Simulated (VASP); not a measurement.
# Ru (Im-3m) in VASP: further runs, part 3 of 3

VASP 6.6.1. The steps go on from the part before.

### 4 Single point, r2SCAN, collinear spin, ferromagnetic start

This run uses another cell than the first one, of 14.40 Å³/atom.

File POSCAR:

```
Ru
1.0
   -1.5326308274      1.5326308274      1.5326308274
    1.5326308274     -1.5326308274      1.5326308274
    1.5326308274      1.5326308274     -1.5326308274
Ru
1
Direct
    0.0000000000      0.0000000000      0.0000000000
```

File INCAR.step1:

```
PREC = Accurate ; ENCUT = 520
ISMEAR = -1 ; SIGMA = 0.05
LREAL = F ; LASPH = T
NELM = 150 ; ISPIN = 2
MAGMOM = 1.256 ; LMAXMIX = 4
NBANDS = 17 ; GGA = PE
ALGO = Normal ; EDIFF = 1E-4
LWAVE = T ; LCHARG = F
```

File INCAR.step2:

```
PREC = Accurate ; ENCUT = 520
EDIFF = 1E-6 ; ISMEAR = -1
SIGMA = 0.05 ; LREAL = F
LASPH = T ; NELM = 150
ALGO = Normal ; ISIF = 2
LWAVE = F ; LCHARG = F
ISPIN = 2 ; MAGMOM = 1.256
LORBIT = 11 ; LMAXMIX = 4
METAGGA = R2SCAN ; LMIXTAU = T
NBANDS = 17 ; ISTART = 1
```

File KPOINTS:

```
regular mesh
0
Gamma
  24 24 24
```

Potentials or basis: VASP PAW PBE potentials, release 64 (Ru_pv).

The run is started by

```sh
$ cat potpaw_PBE.64/Ru_pv/POTCAR > POTCAR
$ cp INCAR.step1 INCAR
$ mpirun -np 1 vasp_std > vasp.out
$ cp INCAR.step2 INCAR
$ mpirun -np 1 vasp_std > vasp.out
```

OUTCAR:

```text
PREC = Accurate
   ENCUT = 520
   EDIFF = 1E-6
   ISMEAR = -1
   LREAL = F
   LASPH = T
   NELM = 150
   ISIF = 2
   ISPIN = 2
   LORBIT = 11
   METAGGA = R2SCAN
   ISTART = 1

 ion  position               nearest neighbor table
   1  0.000  0.000  0.000-

  LATTYP: Found a body centered cubic cell.
 ALAT       =     3.0652616548

  Lattice vectors:

 A1 = (  -1.5326308274,   1.5326308274,   1.5326308274)
 A2 = (   1.5326308274,  -1.5326308274,   1.5326308274)
 A3 = (   1.5326308274,   1.5326308274,  -1.5326308274)

Analysis of symmetry for initial positions (statically):
=====================================================================
 Subroutine PRICEL returns:
 Original cell was already a primitive cell.

 Routine SETGRP: Setting up the symmetry group for a
 body centered cubic supercell.

 Subroutine GETGRP returns: Found 48 space group operations
 (whereof 48 operations were pure point group operations)
 out of a pool of 48 trial point group operations.

The static configuration has the point symmetry O_h .

Analysis of symmetry for dynamics (positions and initial velocities):
=====================================================================
 Subroutine PRICEL returns:
 Original cell was already a primitive cell.

 Routine SETGRP: Setting up the symmetry group for a
 body centered cubic supercell.

 Subroutine GETGRP returns: Found 48 space group operations
 (whereof 48 operations were pure point group operations)
 out of a pool of 48 trial point group operations.

The dynamic configuration has the point symmetry O_h .

Analysis of structural, dynamic, and magnetic symmetry:
=====================================================================
 Subroutine PRICEL returns:
 Original cell was already a primitive cell.

 Routine SETGRP: Setting up the symmetry group for a
 body centered cubic supercell.

 Subroutine GETGRP returns: Found 48 space group operations
 (whereof 48 operations were pure point group operations)
 out of a pool of 48 trial point group operations.

The overall configuration has the point symmetry O_h .
[... 129 lines left out ...]
  energy-cutoff  :      520.00
  volume of cell :       14.40
 maximum number of plane-waves:       402
   NGX =  9   NGY =  9   NGZ =  9

 number of electron      14.0000007 magnetization       0.0019614

 Free energy of the ion-electron system (eV)
  ---------------------------------------------------
  ext. energy  EPLUGINS =         0.00000000
  ---------------------------------------------------
  free energy    TOTEN  =       -24.77409630 eV

  energy without entropy =      -24.75901175  energy(sigma->0) =      -24.76655402

 E-fermi :  11.8566     XC(G=0): -14.9762

 val. band max:       11.8495988764   @ k =   0.1250   0.0417   0.0000
 cond. band min:      11.8587364685   @ k =   0.3750   0.0833   0.0833
 fundamental gap:      0.0091375921
 Fermi energy:        11.8565632705

 spin component 1

 k-point     1 :       0.0000    0.0000    0.0000
  band No.  band energies     occupation
      1     -32.0752      1.00000
      2     -32.0752      1.00000
      3     -32.0752      1.00000
      4       3.6856      1.00000
      5       9.0095      1.00000
      6       9.0095      1.00000
[... 459 lines left out ...]
      6      11.7097      0.94964
[... 9 lines left out ...]
     16      40.4815      0.00000
     17      45.9845      0.00000

 [... further k-points ...]

 spin component 2

 k-point     1 :       0.0000    0.0000    0.0000
  band No.  band energies     occupation
      1     -32.0732      1.00000
      2     -32.0732      1.00000
      3     -32.0732      1.00000
      4       3.6860      1.00000
      5       9.0105      1.00000
      6       9.0105      1.00000
[... 459 lines left out ...]
      6      11.7122      0.94719
[... 9 lines left out ...]
     16      40.4826      0.00000
     17      45.9859      0.00000

 [... further k-points ...]

------------------------ aborting loop because EDIFF is reached ----------------------------------------

  FORCE on cell =-STRESS in cart. coord.  units (eV):
  Direction    XX          YY          ZZ          XY          YZ          ZX
  --------------------------------------------------------------------------------------
  -------------------------------------------------------------------------------------
  Total       -0.7391392     -0.7391392     -0.7391392     -0.0000000     -0.0000000     -0.0000000
  in kB      -82.2364152    -82.2364152    -82.2364152     -0.0000000     -0.0000000     -0.0000000
  external PRESSURE =     -82.2364152 kB  Pullay stress =       0.0000000 kB

 VOLUME and BASIS-vectors are now :
 -----------------------------------------------------------------------------
  energy-cutoff  :      520.00
  volume of cell :       14.40
      direct lattice vectors                 reciprocal lattice vectors
    -1.532630827  1.532630827  1.532630827     0.000000000  0.326236424  0.326236424
     1.532630827 -1.532630827  1.532630827     0.326236424  0.000000000  0.326236424
     1.532630827  1.532630827 -1.532630827     0.326236424  0.326236424  0.000000000

 POSITION                                       TOTAL-FORCE (eV/Angst)
 -----------------------------------------------------------------------------------
      0.00000      0.00000      0.00000         0.000000      0.000000      0.000000
 -----------------------------------------------------------------------------------
    total drift:                               -0.000000      0.000000      0.000000

  FREE ENERGIE OF THE ION-ELECTRON SYSTEM (eV)
  ---------------------------------------------------
  free  energy   TOTEN  =       -24.7740963040 eV

  energy  without entropy=      -24.7590117454  energy(sigma->0) =      -24.76655402

 total charge

# of ion       s       p       d       tot
------------------------------------------
    1        0.381   6.269   5.917  12.567

 magnetization (x)

# of ion       s       p       d       tot
------------------------------------------
    1       -0.000  -0.000   0.002   0.002
```

OUTCAR.step1:

```text
PREC = Accurate
   ENCUT = 520
   ISMEAR = -1
   LREAL = F
   LASPH = T
   NELM = 150
[... 1194 lines left out ...]

 POSITION                                       TOTAL-FORCE (eV/Angst)
 -----------------------------------------------------------------------------------
      0.00000      0.00000      0.00000         0.000000     -0.000000      0.000000
 -----------------------------------------------------------------------------------
    total drift:                                0.000000     -0.000000      0.000000

  FREE ENERGIE OF THE ION-ELECTRON SYSTEM (eV)
  ---------------------------------------------------
  free  energy   TOTEN  =        -8.6157903706 eV

  energy  without entropy=       -8.5994987865  energy(sigma->0) =       -8.60764458
```

Run time: 14 min. Hardware: 1 thread of Intel Xeon Platinum 8259CL at 2.50GHz (Skylake/Cascade Lake), shared host; peak memory 0.26 GiB.

Results:

| Quantity | Value |
| --- | --- |
| Free energy | -24.7741 eV |
| Pressure | -8.2 GPa |
| Band gap on the k mesh | zero (filled and empty bands overlap) |
| Net moment | 0.00 μB per cell |
| Valence electrons inside the program's atomic spheres | Ru 12.57 |

Levels at points of the mesh, in eV from the Fermi level:
Spin up:
| k point | band 3 | band 4 | band 5 | band 6 | band 7 | band 8 | band 9 | band 10 | band 11 | band 12 |
| --- | --- | --- | --- | --- | --- | --- | --- | --- | --- | --- |
| (0.00, 0.00, 0.00) | -43.93 | -8.17 | -2.85 | -2.85 | -2.85 | -0.07 | -0.07 | 8.43 | 17.92 | 17.92 |
| (0.50, 0.00, 0.00) | -43.94 | -6.22 | -4.60 | -0.11 | 0.38 | 1.18 | 2.33 | 8.43 | 10.31 | 14.21 |
| (0.50, 0.50, 0.50) | -44.61 | -6.26 | -6.26 | 1.73 | 1.73 | 1.73 | 8.43 | 9.60 | 9.60 | 9.60 |
Spin down:
| k point | band 4 | band 5 | band 6 | band 7 | band 8 | band 9 | band 10 | band 11 |
| --- | --- | --- | --- | --- | --- | --- | --- | --- |
| (0.00, 0.00, 0.00) | -8.17 | -2.85 | -2.85 | -2.85 | -0.07 | -0.07 | 8.43 | 17.92 |
| (0.50, 0.00, 0.00) | -6.22 | -4.60 | -0.11 | 0.39 | 1.18 | 2.33 | 8.43 | 10.31 |
| (0.50, 0.50, 0.50) | -6.26 | -6.26 | 1.74 | 1.74 | 1.74 | 8.43 | 9.60 | 9.60 |

Caveat: the cell stands under tension; an empty level that is flat over the whole mesh can mark a ghost state of the potentials, or a narrow d or f band; the PAW data sets were made with another functional, which shifts forces and pressure a little.

### 5 Single point, r2SCAN

This run uses another cell than the first one, of 13.94 Å³/atom.

File POSCAR:

```
Ru
1.0
   -1.5162517511      1.5162517511      1.5162517511
    1.5162517511     -1.5162517511      1.5162517511
    1.5162517511      1.5162517511     -1.5162517511
Ru
1
Direct
    0.0000000000      0.0000000000      0.0000000000
```

File INCAR.step1:

```
PREC     = Accurate       # precision mode
ENCUT    = 520            # plane-wave cutoff, eV
ISMEAR   = -1             # smearing method
SIGMA    = 0.1            # smearing width, eV
LREAL    = F              # projectors in reciprocal space
LASPH    = T              # aspherical terms in the spheres
NELM     = 100            # most SCF steps
NBANDS   = 13             # bands
GGA      = PE             # functional
ALGO     = Normal         # electronic algorithm
EDIFF    = 1E-4           # SCF threshold, eV
LWAVE    = T              # write WAVECAR
LCHARG   = F              # write CHGCAR
```

File INCAR.step2:

```
PREC     = Accurate       # precision mode
ENCUT    = 520            # plane-wave cutoff, eV
EDIFF    = 1E-7           # SCF threshold, eV
ISMEAR   = -1             # smearing method
SIGMA    = 0.1            # smearing width, eV
LREAL    = F              # projectors in reciprocal space
LASPH    = T              # aspherical terms in the spheres
NELM     = 100            # most SCF steps
ALGO     = Normal         # electronic algorithm
ISIF     = 2              # what is computed and relaxed
LWAVE    = F              # write WAVECAR
LCHARG   = F              # write CHGCAR
METAGGA  = R2SCAN         # meta-GGA
LMIXTAU  = T            
NBANDS   = 13             # bands
ISTART   = 1
```

File KPOINTS:

```
Automatic mesh
0
Gamma
  15 15 15
```

The run is started by

```sh
$ cat potpaw_PBE.64/Ru_pv/POTCAR > POTCAR
$ cp INCAR.step1 INCAR
$ mpirun -np 1 vasp_std > vasp.out
$ cp INCAR.step2 INCAR
$ mpirun -np 1 vasp_std > vasp.out
```

It took 78 s on 1 thread of Intel Xeon 8259CL, shared host; peak memory 0.14 GiB.

Results (log left out):

| Quantity | Value |
| --- | --- |
| Free energy | -24.8074 eV |
| Pressure | 1.4 GPa |
| Band gap on the k mesh | zero (bands 7 and 8 overlap by 3.32 eV) |

Levels at points of the mesh, in eV from the Fermi level:
```csv
k point,band 3,band 4,band 5,band 6,band 7,band 8,band 9,band 10,band 11,band 12
"(0.00, 0.00, 0.00)",-43.94,-8.37,-2.97,-2.97,-2.97,-0.08,-0.08,8.43,17.95,17.95
```

Caveat: an empty level that is flat over the whole mesh can mark a ghost state of the potentials, or a narrow d or f band; the PAW data sets were made with another functional, which shifts forces and pressure a little.

### 6 Single point, r2SCAN (12.83 Å³/atom)

This run uses another cell than the first one, of 12.83 Å³/atom.

File POSCAR:

```
Ru
1.0
   -1.4746895109      1.4746895109      1.4746895109
    1.4746895109     -1.4746895109      1.4746895109
    1.4746895109      1.4746895109     -1.4746895109
Ru
1
Direct
    0.0000000000      0.0000000000      0.0000000000
```

File INCAR.step1:

```
PREC = Accurate
ENCUT = 520
ISMEAR = -1
SIGMA = 0.1
LREAL = F
LASPH = T
NELM = 80
NBANDS = 13
GGA = PE
ALGO = Normal
EDIFF = 1E-4
LWAVE = T
LCHARG = F
```

File INCAR.step2:

```
PREC = Accurate
ENCUT = 520
EDIFF = 1E-6
ISMEAR = -1
SIGMA = 0.1
LREAL = F
LASPH = T
NELM = 80
ALGO = Normal
ISIF = 2
LWAVE = F
LCHARG = F
METAGGA = R2SCAN
LMIXTAU = T
NBANDS = 13
ISTART = 1
```

File KPOINTS:

```
regular mesh
0
Gamma
  16 16 16
```

Potentials or basis: VASP PAW PBE potentials, release 64 (Ru_pv).

The run is started by

```sh
$ cat potpaw_PBE.64/Ru_pv/POTCAR > POTCAR
$ cp INCAR.step1 INCAR
$ mpirun -np 1 vasp_std > vasp.out
$ cp INCAR.step2 INCAR
$ mpirun -np 1 vasp_std > vasp.out
```

Wall time 63 s (1 thread of Intel Xeon 8259CL, shared host); peak memory 0.15 GiB.

The run converged. Its results:

- Free energy: -24.6907 eV
- Pressure: 33.2 GPa
- Band gap on the k mesh: zero (bands 7 and 8 overlap by 4.15 eV)

Levels at points of the mesh, in eV from the Fermi level:
```
           k point  band 3  band 4  band 5  band 6  band 7  band 8  band 9  band 10  band 11  band 12
(0.00, 0.00, 0.00)  -43.97   -8.89   -3.35   -3.35   -3.35   -0.12   -0.12     8.44    17.99    17.99
(0.50, 0.00, 0.00)  -43.98   -7.23   -5.43   -0.12    0.47    1.32    2.83     8.44    11.89    14.34
(0.50, 0.50, 0.50)  -44.95   -7.44   -7.44    2.10    2.10    2.10    8.44    10.34    10.34    10.34
```

Caveat: the cell stands under pressure; an empty level that is flat over the whole mesh can mark a ghost state of the potentials, or a narrow d or f band; the PAW data sets were made with another functional, which shifts forces and pressure a little.

### 7 Overview

```tsv
spin	cell	k mesh	smearing	gap on the mesh (eV)	pressure (GPa)	moment (μB)
collinear, ferromagnetic start	a = 2.724 Å, angles 109.5°, 1 atom	16 × 16 × 16	fermi-dirac 0.05 eV	none	-14.1	1.53
collinear, ferromagnetic start	a = 2.757 Å, angles 109.5°, 1 atom	16 × 16 × 16	fermi-dirac 0.05 eV	none	-19.8	1.61
collinear, ferromagnetic start	a = 2.655 Å, angles 109.5°, 1 atom	24 × 24 × 24	fermi-dirac 0.05 eV	none	-8.2	0.00
off	a = 2.626 Å, angles 109.5°, 1 atom	15 × 15 × 15	fermi-dirac 0.1 eV	none	1.4	-
off	a = 2.554 Å, angles 109.5°, 1 atom	16 × 16 × 16	fermi-dirac 0.1 eV	none	33.2	-
```

Alike in all rows: task single point; level r2SCAN; potentials or basis VASP PAW PBE potentials, release 64 (Ru_pv); cutoff (eV) 520.

Caveats: the PAW data sets were made with another functional, which shifts forces and pressure a little; an empty level that is flat over the whole mesh can mark a ghost state of the potentials, or a narrow d or f band (at least some runs); the cell stands under tension (at least some runs); the cell stands under pressure (at least some runs).

Absolute energies hang on the potentials; compare differences alone.
